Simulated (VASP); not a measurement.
# Hf2N (P4_2/mnm) in VASP: single point with LDA

Aim: the single point of Hf2N with LDA.

Everything below comes from runs of VASP 6.6.1. Logs are shortened: lines on timing, memory, paths and dates and some standing lists are left out, and cuts for length are marked.

**1. The cell of the first run**

It takes space group P4_2/mnm (No. 136, tetragonal). Conventional cell: a = 5.352 Å, b = 5.352 Å, c = 3.262 Å, α = 90.00°, β = 90.00°, γ = 90.00°. Within 3.3 Å of Hf (site symmetry m2m) lie 3 N at 2.23 to 2.25 Å and 11 Hf at 3.10 to 3.26 Å. N (site symmetry mmm) has 6 Hf at 2.23 to 2.25 Å within 3.0 Å.

**2. Single point, LDA**

Contents of POSCAR:

```
Hf2N
1.0
    5.3517321318      0.0000000000      0.0000000000
    0.0000000000      5.3517321318      0.0000000000
    0.0000000000      0.0000000000      3.2619417212
Hf N
4 2
Direct
    0.2953028297      0.2953028297      0.0000000000
    0.7046971703      0.7046971703      0.0000000000
    0.7953028297      0.2046971703      0.5000000000
    0.2046971703      0.7953028297      0.5000000000
    0.0000000000      0.0000000000      0.0000000000
    0.5000000000      0.5000000000      0.5000000000
```

Contents of INCAR.step1:

```
SYSTEM = Hf2N
  PREC = Accurate
  ENCUT = 520
  EDIFF = 1E-6
  ISMEAR = 0
  SIGMA = 0.1
  LREAL = .False.
  LASPH = .True.
  NELM = 100
  ALGO = Fast
  ISIF = 2
  LWAVE = .False.
  LCHARG = .True.
  LMAXMIX = 4
  NBANDS = 34
```

Contents of KPOINTS.step1:

```
Automatic mesh
0
Gamma
  8 8 12
  0 0 0
```

Contents of INCAR.step2:

```
SYSTEM = Hf2N
  PREC = Accurate
  ENCUT = 520
  EDIFF = 1E-6
  ISMEAR = -5
  SIGMA = 0.1
  LREAL = .False.
  LASPH = .True.
  NELM = 100
  ALGO = Fast
  ISIF = 2
  LWAVE = .False.
  LCHARG = .False.
  LMAXMIX = 4
  LORBIT = 11
  NEDOS = 1001
  ICHARG = 11
```

Contents of KPOINTS.step2:

```
Automatic mesh
0
Gamma
  12 12 18
  0 0 0
```

Potentials or basis: VASP PAW LDA potentials, release 64 (Hf_pv, N).

Launch:

```console
$ cat potpaw_LDA.64/Hf_pv/POTCAR potpaw_LDA.64/N/POTCAR > POTCAR
$ cp INCAR.step1 INCAR
$ cp KPOINTS.step1 KPOINTS
$ mpirun -np 1 vasp_std > vasp.out
$ cp INCAR.step2 INCAR
$ cp KPOINTS.step2 KPOINTS
$ mpirun -np 1 vasp_std > vasp.out
```

OUTCAR:

```text
SYSTEM = Hf2N
   PREC = Accurate
   ENCUT = 520
   EDIFF = 1E-6
   ISMEAR = -5
   LREAL = .False.
   LASPH = .True.
   NELM = 100
   ISIF = 2
   LORBIT = 11
   ICHARG = 11

 ion  position               nearest neighbor table
   1  0.295  0.295  0.000-   5 2.23   6 2.25   6 2.25   2 3.10   4 3.17   3 3.17   4 3.17   3 3.17
                             4 3.17   4 3.17   3 3.17   3 3.17   2 3.85   2 3.85
   2  0.705  0.705  0.000-   5 2.23   6 2.25   6 2.25   1 3.10   4 3.17   3 3.17   4 3.17   3 3.17
                             3 3.17   3 3.17   4 3.17   4 3.17   1 3.85   1 3.85
   3  0.795  0.205  0.500-   6 2.23   5 2.25   5 2.25   4 3.10   1 3.17   1 3.17   2 3.17   2 3.17
                             2 3.17   2 3.17   1 3.17   1 3.17   4 3.85   4 3.85
   4  0.205  0.795  0.500-   6 2.23   5 2.25   5 2.25   3 3.10   1 3.17   1 3.17   2 3.17   2 3.17
                             1 3.17   1 3.17   2 3.17   2 3.17   3 3.85   3 3.85
   5  0.000  0.000  0.000-   1 2.23   2 2.23   3 2.25   4 2.25   3 2.25   4 2.25
   6  0.500  0.500  0.500-   3 2.23   4 2.23   1 2.25   2 2.25   1 2.25   2 2.25

  LATTYP: Found a simple tetragonal cell.
 ALAT       =     5.3517321318
 C/A-ratio  =     0.6095113957

  Lattice vectors:

 A1 = (   5.3517321318,   0.0000000000,   0.0000000000)
 A2 = (   0.0000000000,   5.3517321318,   0.0000000000)
 A3 = (   0.0000000000,   0.0000000000,   3.2619417212)

Analysis of symmetry for initial positions (statically):
=====================================================================
 Subroutine PRICEL returns:
 Original cell was already a primitive cell.

 Routine SETGRP: Setting up the symmetry group for a
 simple tetragonal supercell.

 Subroutine GETGRP returns: Found 16 space group operations
 (whereof  8 operations were pure point group operations)
 out of a pool of 16 trial point group operations.

The static configuration has the point symmetry D_2h.
 The point group associated with its full space group is D_4h.

Analysis of symmetry for dynamics (positions and initial velocities):
=====================================================================
 Subroutine PRICEL returns:
 Original cell was already a primitive cell.

 Routine SETGRP: Setting up the symmetry group for a
 simple tetragonal supercell.

 Subroutine GETGRP returns: Found 16 space group operations
 (whereof  8 operations were pure point group operations)
 out of a pool of 16 trial point group operations.

The dynamic configuration has the point symmetry D_2h.
 The point group associated with its full space group is D_4h.

 Subroutine INISYM returns: Found 16 space group operations
[... 118 lines left out ...]
   NELECT =      50.0000    total number of electrons
   NUPDOWN=      -1.0000    fix difference up-down
   EMIN   =  10.00;   EMAX   =-10.00  energy-range for DOS
   EFERMI =   0.00;   METHOD = LEGACY
   ISMEAR =    -5;   SIGMA  =   0.10  broadening in eV -4-tet -1-fermi 0-gaus
   EFERMI_NEDOS =   21; number of points for ismear=-14 and -15
   IALGO  =     68    algorithm
   IMIX   =      4    mixing-type and parameters
     AMIX     =   0.40;   BMIX     =  1.00
     AMIX_MAG =   1.60;   BMIX_MAG =  1.00
  volume/ion in A,a.u.               =      15.57       105.08
  Fermi-wavevector in a.u.,A,eV,Ry     =   1.329158  2.511744 24.036872  1.766660
  Thomas-Fermi vector in A             =   2.458341
   LORBIT       =     11    0 simple, 1 ext, 2 COOP (PROOUT), +10 PAW based schemes
   GGA     = CA    functional components
   LHFCALC =     F    Hartree Fock is set to
   AEXX    =    0.0000 exact exchange contribution
   IVDW    =     0    specifies the selected vdW correction
   LEPSILON=     F    determine dielectric tensor
   LRPA    =     F    only Hartree local field effects (RPA)
 non-spin polarized calculation
 RMM-DIIS sequential band-by-band and
 Fermi weights with tetrahedron method with Bloechl corrections
  energy-cutoff  :      520.00
  volume of cell :       93.43
 maximum number of plane-waves:      2544
 NGX is ok and might be reduce to    40

 number of electron      50.0000011 magnetization

 Free energy of the ion-electron system (eV)
  ---------------------------------------------------
  ext. energy  EPLUGINS =         0.00000000
  ---------------------------------------------------
  free energy    TOTEN  =       -69.40096647 eV

  energy without entropy =      -69.40096647  energy(sigma->0) =      -69.40096647

 E-fermi :   5.6569     XC(G=0): -12.0886

 val. band max:        5.6843090928   @ k =   0.1667   0.1667   0.1111
 cond. band min:       5.6364055734   @ k =   0.3333   0.2500   0.1667
 fundamental gap:     -0.0479035194
 Fermi energy:         5.6569367664

 k-point     1 :       0.0000    0.0000    0.0000
  band No.  band energies     occupation
      1     -25.3828      2.00000
      2     -24.9253      2.00000
      3     -24.8656      2.00000
      4     -24.8656      2.00000
      5     -24.6502      2.00000
      6     -24.5102      2.00000
[... 781 lines left out ...]
     29       7.4464      0.00000
     30       7.8136      0.00000

 [... further k-points ...]
[... 5 lines left out ...]
  --------------------------------------------------------------------------------------
  -------------------------------------------------------------------------------------
  Total       -6.5555721     -6.5555721     -6.9027103     -0.0000000      0.0000000      0.0000000
  in kB     -112.4232797   -112.4232797   -118.3764463     -0.0000000      0.0000000      0.0000000
  external PRESSURE =    -114.4076686 kB  Pullay stress =       0.0000000 kB

 VOLUME and BASIS-vectors are now :
 -----------------------------------------------------------------------------
  energy-cutoff  :      520.00
  volume of cell :       93.43
      direct lattice vectors                 reciprocal lattice vectors
     5.351732132  0.000000000  0.000000000     0.186855391  0.000000000  0.000000000
     0.000000000  5.351732132  0.000000000     0.000000000  0.186855391  0.000000000
     0.000000000  0.000000000  3.261941721     0.000000000  0.000000000  0.306565869

 POSITION                                       TOTAL-FORCE (eV/Angst)
 -----------------------------------------------------------------------------------
      1.58038      1.58038      0.00000         0.074409      0.074409     -0.000000
      3.77135      3.77135      0.00000        -0.074409     -0.074409      0.000000
      4.25625      1.09548      1.63097         0.074409     -0.074409      0.000000
      1.09548      4.25625      1.63097        -0.074409      0.074409     -0.000000
      0.00000      0.00000      0.00000         0.000000      0.000000     -0.000000
      2.67587      2.67587      1.63097         0.000000      0.000000     -0.000000
 -----------------------------------------------------------------------------------
    total drift:                                0.000000      0.000000     -0.000000

  FREE ENERGIE OF THE ION-ELECTRON SYSTEM (eV)
  ---------------------------------------------------
  free  energy   TOTEN  =       -69.4009664658 eV

  energy  without entropy=      -69.4009664658  energy(sigma->0) =      -69.40096647

 total charge

# of ion       s       p       d       tot
------------------------------------------
    1        0.315   6.514   1.680   8.509
    2        0.315   6.514   1.680   8.509
    3        0.315   6.514   1.680   8.509
    4        0.315   6.514   1.680   8.509
    5        1.227   2.457   0.000   3.684
    6        1.227   2.457   0.000   3.684
--------------------------------------------------
tot          3.716  30.970   6.719  41.405
```

OUTCAR.step1:

```text
SYSTEM = Hf2N
   PREC = Accurate
   ENCUT = 520
   EDIFF = 1E-6
   ISMEAR = 0
   LREAL = .False.
   LASPH = .True.
   NELM = 100
[... 1131 lines left out ...]
      1.09548      4.25625      1.63097        -0.080593      0.080593     -0.000000
      0.00000      0.00000      0.00000         0.000000      0.000000      0.000000
      2.67587      2.67587      1.63097         0.000000      0.000000      0.000000
 -----------------------------------------------------------------------------------
    total drift:                               -0.000000      0.000000      0.000000

  FREE ENERGIE OF THE ION-ELECTRON SYSTEM (eV)
  ---------------------------------------------------
  free  energy   TOTEN  =       -69.4089220918 eV

  energy  without entropy=      -69.3956959623  energy(sigma->0) =      -69.40230903
```

Wall time 12 min (1 thread of Oxide Virtual Turin-like, shared host); peak memory 0.62 GiB.

What came out:

```yaml
Valence_electrons_inside_the_program's_atomic_spheres: Hf 8.51; N 3.68
```

Levels at points of the mesh, in eV from the Fermi level:
| k point | band 23 | band 24 | band 25 | band 26 | band 27 | band 28 |
| --- | --- | --- | --- | --- | --- | --- |
| (0.00, 0.00, 0.00) | -0.04 | 0.74 | 0.98 | 1.07 | 1.07 | 1.51 |
| (0.50, 0.00, 0.00) | -1.03 | -1.03 | 1.39 | 1.39 | 1.78 | 1.78 |
| (0.50, 0.50, 0.00) | -1.38 | -1.38 | 1.02 | 1.02 | 1.46 | 1.46 |
| (0.00, 0.00, 0.50) | -1.22 | -1.22 | -1.20 | -1.20 | 2.09 | 2.09 |
| (0.50, 0.00, 0.50) | -1.11 | -1.11 | -0.90 | -0.90 | 1.71 | 1.71 |
| (0.50, 0.50, 0.50) | -0.84 | -0.84 | -0.53 | -0.53 | 1.25 | 1.25 |

Caveat: spin-orbit coupling is left out, which moves the levels of the heavy elements.
